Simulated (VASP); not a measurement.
# MoS (F-43m) in VASP: further runs

MoS is run at these levels: r2SCAN+U; tasks: single point.

Program: VASP 6.6.1. These are calculated values, not measurements. Logs are shortened: lines on timing, memory, paths and dates and some standing lists are left out, and cuts for length are marked.

## (1) The cell of the first run

The structure is cubic, space group F-43m (No. 216). Conventional cell: a = 5.945 Å, b = 5.945 Å, c = 5.945 Å, α = 90.00°, β = 90.00°, γ = 90.00°. Mo (site symmetry -43m) has 4 S at 2.57 Å within 3.4 Å. S (site symmetry -43m) has 4 Mo at 2.57 Å within 3.4 Å.

## (2) Single point, r2SCAN+U, collinear spin

File POSCAR:

```
MoS
1.0
    0.0000000000      2.9723796260      2.9723796260
    2.9723796260      0.0000000000      2.9723796260
    2.9723796260      2.9723796260      0.0000000000
Mo S
1 1
Direct
    0.0000000000      0.0000000000      0.0000000000
    0.2500000000      0.2500000000      0.2500000000
```

File INCAR.step1:

```
PREC     = Accurate       # precision mode
ENCUT    = 520            # plane-wave cutoff, eV
ISMEAR   = 0              # smearing method
SIGMA    = 0.1            # smearing width, eV
LREAL    = False          # projectors in reciprocal space
LASPH    = True           # aspherical terms in the spheres
NELM     = 150            # most SCF steps
ISPIN    = 2              # spin polarisation
MAGMOM   = 3.35 -0.28     # initial moments
LMAXMIX  = 4              # l up to which the mixer works
LDAU     = True           # DFT+U
LDAUTYPE = 2            
LDAUL    = 2 -1           # shell
LDAUU    = 4.38 0         # U, eV
LDAUJ    = 0 0          
NBANDS   = 21             # bands
GGA      = PE             # functional
ALGO     = Normal         # electronic algorithm
EDIFF    = 1E-4           # SCF threshold, eV
LWAVE    = True           # write WAVECAR
LCHARG   = False          # write CHGCAR
```

File INCAR.step2:

```
PREC     = Accurate       # precision mode
ENCUT    = 520            # plane-wave cutoff, eV
EDIFF    = 1E-6           # SCF threshold, eV
ISMEAR   = 0              # smearing method
SIGMA    = 0.1            # smearing width, eV
LREAL    = False          # projectors in reciprocal space
LASPH    = True           # aspherical terms in the spheres
NELM     = 150            # most SCF steps
ALGO     = Normal         # electronic algorithm
ISIF     = 2              # what is computed and relaxed
LWAVE    = False          # write WAVECAR
LCHARG   = True           # write CHGCAR
ISPIN    = 2              # spin polarisation
MAGMOM   = 3.35 -0.28     # initial moments
LORBIT   = 11             # projections on sites
LMAXMIX  = 4              # l up to which the mixer works
LDAU     = True           # DFT+U
LDAUTYPE = 2            
LDAUL    = 2 -1           # shell
LDAUU    = 4.38 0         # U, eV
LDAUJ    = 0 0          
LDAUPRINT= 1            
METAGGA  = R2SCAN         # meta-GGA
LMIXTAU  = True         
LELF     = True           # ELF
LVHAR    = True         
NBANDS   = 21             # bands
ISTART   = 1
```

File KPOINTS:

```
Automatic mesh
0
Gamma
  12 12 12
```

Potentials or basis: VASP PAW PBE potentials, release 64 (Mo_sv, S).

Command:

```bash
$ cat potpaw_PBE.64/Mo_sv/POTCAR potpaw_PBE.64/S/POTCAR > POTCAR
$ cp INCAR.step1 INCAR
$ mpirun -np 1 vasp_std > vasp.out
$ cp INCAR.step2 INCAR
$ mpirun -np 1 vasp_std > vasp.out
```

OUTCAR:

```text
PREC = Accurate
   ENCUT = 520
   EDIFF = 1E-6
   ISMEAR = 0
   LREAL = False
   LASPH = True
   NELM = 150
   ISIF = 2
   ISPIN = 2
   LORBIT = 11
   METAGGA = R2SCAN
   ISTART = 1

 ion  position               nearest neighbor table
   1  0.000  0.000  0.000-   2 2.57   2 2.57   2 2.57   2 2.57
   2  0.250  0.250  0.250-   1 2.57   1 2.57   1 2.57   1 2.57

  LATTYP: Found a face centered cubic cell.
 ALAT       =     5.9447592520

  Lattice vectors:

 A1 = (   0.0000000000,   2.9723796260,   2.9723796260)
 A2 = (   2.9723796260,   0.0000000000,   2.9723796260)
 A3 = (   2.9723796260,   2.9723796260,   0.0000000000)

Analysis of symmetry for initial positions (statically):
=====================================================================
 Subroutine PRICEL returns:
 Original cell was already a primitive cell.

 Routine SETGRP: Setting up the symmetry group for a
 face centered cubic supercell.

 Subroutine GETGRP returns: Found 24 space group operations
 (whereof 24 operations were pure point group operations)
 out of a pool of 48 trial point group operations.

The static configuration has the point symmetry T_d .

Analysis of symmetry for dynamics (positions and initial velocities):
=====================================================================
 Subroutine PRICEL returns:
 Original cell was already a primitive cell.

 Routine SETGRP: Setting up the symmetry group for a
 face centered cubic supercell.

 Subroutine GETGRP returns: Found 24 space group operations
 (whereof 24 operations were pure point group operations)
 out of a pool of 48 trial point group operations.

The dynamic configuration has the point symmetry T_d .

Analysis of structural, dynamic, and magnetic symmetry:
=====================================================================
 Subroutine PRICEL returns:
 Original cell was already a primitive cell.

 Routine SETGRP: Setting up the symmetry group for a
 face centered cubic supercell.

 Subroutine GETGRP returns: Found 24 space group operations
 (whereof 24 operations were pure point group operations)
 out of a pool of 48 trial point group operations.

The overall configuration has the point symmetry T_d .

 Subroutine INISYM returns: Found 24 space group operations
 (whereof 24 operations are pure point group operations),
 and found     1 'primitive' translations

----------------------------------------------------------------------------------------

                                     Primitive cell

  volume of cell :      52.5222

  direct lattice vectors                    reciprocal lattice vectors
     0.000000000  2.972379626  2.972379626    -0.168215391  0.168215391  0.168215391
     2.972379626  0.000000000  2.972379626     0.168215391 -0.168215391  0.168215391
     2.972379626  2.972379626  0.000000000     0.168215391  0.168215391 -0.168215391

  length of vectors
     4.203579580  4.203579580  4.203579580     0.291357603  0.291357603  0.291357603

  position of ions in fractional coordinates (direct lattice)
     0.000000000  0.000000000  0.000000000
     0.250000000  0.250000000  0.250000000

  ion indices of the primitive-cell ions
   primitive index   ion index
                 1           1
                 2           2

----------------------------------------------------------------------------------------

 KPOINTS: Automatic mesh

Automatic generation of k-mesh.
[... 57 lines left out ...]
   PREC   = accura    normal or accurate (medium, high low for compatibility)
   ISTART =      1    job   : 0-new  1-cont  2-samecut
   ICHARG =      0    charge: 1-file 2-atom 10-const
   ISPIN  =      2    spin polarized calculation?
   LNONCOLLINEAR =      F non collinear calculations
   LSORBIT =      F    spin-orbit coupling
   LASPH  =      T    aspherical Exc in radial PAW
   ENCUT  =  520.0 eV  38.22 Ry    6.18 a.u.   7.82  7.82  7.82*2*pi/ulx,y,z
   NELM   =    150;   NELMIN=  2; NELMDL=  0     # of ELM steps
   EDIFF  = 0.1E-05   stopping-criterion for ELM
   LREAL  =      F    real-space projection
[... 7 lines left out ...]
   TEBEG  =    0.0;   TEEND  =   0.0 temperature during run
   PSTRESS=    0.0 pullay stress
   NELECT =      20.0000    total number of electrons
   NUPDOWN=      -1.0000    fix difference up-down
   EMIN   =  10.00;   EMAX   =-10.00  energy-range for DOS
   EFERMI =   0.00;   METHOD = LEGACY
   ISMEAR =     0;   SIGMA  =   0.10  broadening in eV -4-tet -1-fermi 0-gaus
   EFERMI_NEDOS =   21; number of points for ismear=-14 and -15
   IALGO  =     38    algorithm
   IMIX   =      4    mixing-type and parameters
     AMIX     =   0.40;   BMIX     =  1.00
     AMIX_MAG =   1.60;   BMIX_MAG =  1.00
  volume/ion in A,a.u.               =      26.26       177.22
  Fermi-wavevector in a.u.,A,eV,Ry     =   1.186599  2.242347 19.157229  1.408017
  Thomas-Fermi vector in A             =   2.322768
   LORBIT       =     11    0 simple, 1 ext, 2 COOP (PROOUT), +10 PAW based schemes
 LDA+U is selected, type is set to LDAUTYPE =  2
   angular momentum for each species LDAUL =     2   -1
   U (eV)           for each species LDAUU =   4.4  0.0
   J (eV)           for each species LDAUJ =   0.0  0.0
   METAGGA = R2SCAN    functional components
   LHFCALC =     F    Hartree Fock is set to
   AEXX    =    0.0000 exact exchange contribution
   IVDW    =     0    specifies the selected vdW correction
   LEPSILON=     F    determine dielectric tensor
   LRPA    =     F    only Hartree local field effects (RPA)
 spin polarized calculation
 Gauss-broadening in eV      SIGMA  =   0.10
  energy-cutoff  :      520.00
  volume of cell :       52.52
 maximum number of plane-waves:      1428
   NGX = 15   NGY = 15   NGZ = 15

atom =   1  type =  1  l = 2

 onsite density matrix

spin component  1

  0.6914 -0.0000 -0.0000 -0.0000 -0.0000
 -0.0000  0.6914 -0.0000 -0.0000  0.0000
 -0.0000 -0.0000  0.8304 -0.0000 -0.0000
 -0.0000 -0.0000 -0.0000  0.6914 -0.0000
 -0.0000  0.0000 -0.0000 -0.0000  0.8304

spin component  2

  0.0575  0.0000  0.0000  0.0000 -0.0000
  0.0000  0.0575  0.0000  0.0000  0.0000
  0.0000  0.0000  0.0154  0.0000 -0.0000
  0.0000  0.0000  0.0000  0.0575 -0.0000
 -0.0000  0.0000 -0.0000 -0.0000  0.0154

 occupancies and eigenvectors

  o =  0.0154  v =  0.0000  0.0000  0.0000  0.0000  0.0000  0.0000 -0.0000  0.2698  0.0000  0.9629      0.0000  0.0000  0.0000  0.0000  0.0000  0.0000  0.0000  0.0000  0.0000  0.0000
  o =  0.0154  v =  0.0000  0.0000  0.0000  0.0000  0.0000 -0.0000 -0.0000  0.9629 -0.0000 -0.2698      0.0000  0.0000  0.0000  0.0000  0.0000  0.0000  0.0000  0.0000  0.0000  0.0000
  o =  0.0575  v =  0.0000  0.0000  0.0000  0.0000  0.0000 -0.9999  0.0119 -0.0000  0.0091  0.0000      0.0000  0.0000  0.0000  0.0000  0.0000  0.0000  0.0000  0.0000  0.0000  0.0000
  o =  0.0575  v =  0.0000  0.0000  0.0000  0.0000  0.0000 -0.0020  0.4928  0.0000 -0.8702  0.0000      0.0000  0.0000  0.0000  0.0000  0.0000  0.0000  0.0000  0.0000  0.0000  0.0000
  o =  0.0575  v =  0.0000  0.0000  0.0000  0.0000  0.0000  0.0148  0.8701  0.0000  0.4927  0.0000      0.0000  0.0000  0.0000  0.0000  0.0000  0.0000  0.0000  0.0000  0.0000  0.0000
  o =  0.6914  v =  1.0000  0.0000  0.0000  0.0000  0.0000  0.0000  0.0000  0.0000  0.0000  0.0000      0.0000  0.0000  0.0000  0.0000  0.0000  0.0000  0.0000  0.0000  0.0000  0.0000
  o =  0.6914  v =  0.0000  0.9912  0.0000  0.1323 -0.0000  0.0000  0.0000  0.0000  0.0000  0.0000      0.0000  0.0000  0.0000  0.0000  0.0000  0.0000  0.0000  0.0000  0.0000  0.0000
  o =  0.6914  v =  0.0000 -0.1323  0.0000  0.9912  0.0000  0.0000  0.0000  0.0000  0.0000  0.0000      0.0000  0.0000  0.0000  0.0000  0.0000  0.0000  0.0000  0.0000  0.0000  0.0000
  o =  0.8304  v =  0.0000  0.0000 -0.9998  0.0000 -0.0222  0.0000  0.0000  0.0000  0.0000  0.0000      0.0000  0.0000  0.0000  0.0000  0.0000  0.0000  0.0000  0.0000  0.0000  0.0000
  o =  0.8304  v =  0.0000  0.0000 -0.0222 -0.0000  0.9998  0.0000  0.0000  0.0000  0.0000  0.0000      0.0000  0.0000  0.0000  0.0000  0.0000  0.0000  0.0000  0.0000  0.0000  0.0000

 number of electron      20.0000002 magnetization       4.0000001

 Free energy of the ion-electron system (eV)
  ---------------------------------------------------
  ext. energy  EPLUGINS =         0.00000000
  ---------------------------------------------------
  free energy    TOTEN  =       -30.44265545 eV

  energy without entropy =      -30.43772770  energy(sigma->0) =      -30.44019158

 E-fermi :   5.0040     XC(G=0):  -9.6328

 val. band max:        4.9987238157   @ k =   0.2500   0.0833   0.0000
 cond. band min:       5.0326789507   @ k =   0.5000   0.1667   0.0000
 fundamental gap:      0.0339551351
 Fermi energy:         5.0039739318

 spin component 1

 k-point     1 :       0.0000    0.0000    0.0000
  band No.  band energies     occupation
      1     -58.9239      1.00000
      2     -32.5127      1.00000
      3     -32.5127      1.00000
      4     -32.5127      1.00000
      5      -9.3337      1.00000
      6      -0.4242      1.00000
[... 1145 lines left out ...]
     20      17.8247      0.00000
     21      20.4412      0.00000

 [... further k-points ...]

------------------------ aborting loop because EDIFF is reached ----------------------------------------

  FORCE on cell =-STRESS in cart. coord.  units (eV):
  Direction    XX          YY          ZZ          XY          YZ          ZX
  --------------------------------------------------------------------------------------
  -------------------------------------------------------------------------------------
  Total       -0.2855725     -0.2855725     -0.2855725     -0.0000000     -0.0000000      0.0000000
  in kB       -8.7113222     -8.7113222     -8.7113222     -0.0000000     -0.0000000      0.0000000
  external PRESSURE =      -8.7113222 kB  Pullay stress =       0.0000000 kB

 VOLUME and BASIS-vectors are now :
 -----------------------------------------------------------------------------
  energy-cutoff  :      520.00
  volume of cell :       52.52
      direct lattice vectors                 reciprocal lattice vectors
     0.000000000  2.972379626  2.972379626    -0.168215391  0.168215391  0.168215391
     2.972379626  0.000000000  2.972379626     0.168215391 -0.168215391  0.168215391
     2.972379626  2.972379626  0.000000000     0.168215391  0.168215391 -0.168215391

 POSITION                                       TOTAL-FORCE (eV/Angst)
 -----------------------------------------------------------------------------------
      0.00000      0.00000      0.00000        -0.000000     -0.000000     -0.000000
      1.48619      1.48619      1.48619         0.000000      0.000000      0.000000
 -----------------------------------------------------------------------------------
    total drift:                               -0.000000     -0.000000     -0.000000

  FREE ENERGIE OF THE ION-ELECTRON SYSTEM (eV)
  ---------------------------------------------------
  free  energy   TOTEN  =       -30.4426554548 eV

  energy  without entropy=      -30.4377276989  energy(sigma->0) =      -30.44019158

 total charge

# of ion       s       p       d       tot
------------------------------------------
    1        2.197   6.074   3.902  12.173
    2        1.315   2.411   0.000   3.726
--------------------------------------------------
tot          3.512   8.485   3.902  15.899

 magnetization (x)

# of ion       s       p       d       tot
------------------------------------------
    1        0.065   0.044   3.506   3.614
    2       -0.003  -0.204   0.000  -0.207
--------------------------------------------------
tot          0.062  -0.161   3.506   3.406
```

Run time: 5 min. Hardware: 1 thread of Oxide Virtual Turin-like, shared host; peak memory 0.26 GiB.

Results:

```
Free energy                                           : -30.4427 eV
Pressure                                              : -0.9 GPa
Band gap on the k mesh                                : zero (filled and empty bands overlap)
Net moment                                            : 4.00 μB per cell
Site moments                                          : Mo +3.61; S -0.21 μB
Valence electrons inside the program's atomic spheres : Mo 12.17; S 3.73
```

Eigenvalues of the final occupation matrices:
| site | spin | trace | eigenvalues |
| --- | --- | --- | --- |
| site 1 d | 1 | 3.74 | 0.69 0.69 0.69 0.83 0.83 |
| site 1 d | 2 | 0.20 | 0.02 0.02 0.06 0.06 0.06 |

Caveat: the PAW data sets were made with another functional, which shifts forces and pressure a little.

## (3) Single point, r2SCAN+U, collinear spin

This run uses another cell than the first one: it holds 4 atoms, not 2.

File POSCAR:

```
MoS
1.0
    0.0000000000      2.7593128162      2.7593128162
    2.7593128162      0.0000000000      2.7593128162
    5.5186256324      5.5186256324      0.0000000000
Mo S
2 2
Direct
    1.0000000000      0.0000000000      0.0000000000
    1.0000000000      0.0000000000      0.5000000000
    0.2500000000      0.2500000000      0.1250000000
    0.2500000000      0.2500000000      0.6250000000
```

File INCAR.step1:

```
SYSTEM = MoS
ALGO     = Normal         ! electronic algorithm
EDIFF    = 1E-4           ! SCF threshold, eV
ENCUT    = 520            ! plane-wave cutoff, eV
GGA      = PE             ! functional
ISMEAR   = 0              ! smearing method
ISPIN    = 2              ! spin polarisation
LASPH    = .TRUE.         ! aspherical terms in the spheres
LCHARG   = .FALSE.        ! write CHGCAR
LDAU     = .TRUE.         ! DFT+U
LDAUJ    = 0 0          
LDAUL    = 2 -1           ! shell
LDAUTYPE = 2            
LDAUU    = 4.38 0         ! U, eV
LMAXMIX  = 4              ! l up to which the mixer works
LREAL    = .FALSE.        ! projectors in reciprocal space
LWAVE    = .TRUE.         ! write WAVECAR
MAGMOM   = 2 -2 0 0       ! initial moments
NBANDS   = 32             ! bands
NELM     = 150            ! most SCF steps
PREC     = Accurate       ! precision mode
SIGMA    = 0.1            ! smearing width, eV
```

File INCAR.step2:

```
SYSTEM = MoS
ALGO     = Normal         ! electronic algorithm
EDIFF    = 1E-6           ! SCF threshold, eV
ENCUT    = 520            ! plane-wave cutoff, eV
ISIF     = 2              ! what is computed and relaxed
ISMEAR   = 0              ! smearing method
ISPIN    = 2              ! spin polarisation
ISTART   = 1            
LASPH    = .TRUE.         ! aspherical terms in the spheres
LCHARG   = .TRUE.         ! write CHGCAR
LDAU     = .TRUE.         ! DFT+U
LDAUJ    = 0 0          
LDAUL    = 2 -1           ! shell
LDAUPRINT= 1            
LDAUTYPE = 2            
LDAUU    = 4.38 0         ! U, eV
LELF     = .TRUE.         ! ELF
LMAXMIX  = 4              ! l up to which the mixer works
LMIXTAU  = .TRUE.       
LORBIT   = 11             ! projections on sites
LREAL    = .FALSE.        ! projectors in reciprocal space
LVHAR    = .TRUE.       
LWAVE    = .FALSE.        ! write WAVECAR
MAGMOM   = 2 -2 0 0       ! initial moments
METAGGA  = R2SCAN         ! meta-GGA
NBANDS   = 32             ! bands
NELM     = 150            ! most SCF steps
PREC     = Accurate       ! precision mode
SIGMA    = 0.1            ! smearing width, eV
```

File KPOINTS:

```
k-points
0
G
  12 12 6
  0 0 0
```

Potentials or basis: VASP PAW PBE potentials, release 64 (Mo_sv, S).

Command:

```bash
$ cat potpaw_PBE.64/Mo_sv/POTCAR potpaw_PBE.64/S/POTCAR > POTCAR
$ cp INCAR.step1 INCAR
$ mpirun -np 1 vasp_std > vasp.out
$ cp INCAR.step2 INCAR
$ mpirun -np 1 vasp_std > vasp.out
```

Wall time 70 min (1 thread of Oxide Virtual Turin-like, shared host); peak memory 0.5 GiB.

It converged, with:

```
Free energy                                           : -60.4595 eV
Pressure                                              : 12.1 GPa
Band gap on the k mesh                                : zero (filled and empty bands overlap)
Net moment                                            : 0.00 μB per cell
Site moments                                          : Mo +3.04, -3.04; S -0.11, +0.11 μB
Valence electrons inside the program's atomic spheres : Mo 12.34; S 3.81
```

Stress tensor (GPa, compression positive):
```
12.08  1.08 -1.08
 1.08 12.08 -1.08
-1.08 -1.08 12.08
```

Levels at points of the mesh, in eV from the Fermi level:
Spin up:
```tsv
k point	band 17	band 18	band 19	band 20	band 21	band 22	band 23	band 24
(0.00, 0.00, 0.00)	-3.16	-3.16	-0.65	1.00	1.38	1.38	2.37	2.37
(0.50, 0.00, 0.00)	-2.96	-2.69	-2.19	-1.17	-0.03	1.37	2.07	2.88
(0.00, 0.00, 0.50)	-3.37	-3.37	0.09	0.94	0.94	2.28	3.06	3.31
(0.50, 0.00, 0.50)	-2.94	-2.77	-1.95	-1.93	-0.06	1.44	2.74	3.07
```
Spin down:
```tsv
k point	band 17	band 18	band 19	band 20	band 21	band 22	band 23	band 24
(0.00, 0.00, 0.00)	-3.16	-3.16	-0.65	1.00	1.38	1.38	2.37	2.37
(0.50, 0.00, 0.00)	-2.96	-2.69	-2.19	-1.17	-0.03	1.37	2.07	2.88
(0.00, 0.00, 0.50)	-3.37	-3.37	0.09	0.94	0.94	2.28	3.06	3.31
(0.50, 0.00, 0.50)	-2.94	-2.77	-1.95	-1.93	-0.06	1.44	2.74	3.07
```

Eigenvalues of the final occupation matrices:
| site | spin | trace | eigenvalues |
| --- | --- | --- | --- |
| site 1 d | 1 | 3.49 | 0.56 0.56 0.73 0.82 0.82 |
| site 1 d | 2 | 0.51 | 0.04 0.04 0.13 0.13 0.16 |
| site 2 d | 1 | 0.51 | 0.04 0.04 0.13 0.13 0.16 |
| site 2 d | 2 | 3.49 | 0.56 0.56 0.73 0.82 0.82 |

Caveat: the cell stands under pressure; the PAW data sets were made with another functional, which shifts forces and pressure a little.

The gap in the log of VASP goes by the Fermi energy; the results here count the filled bands.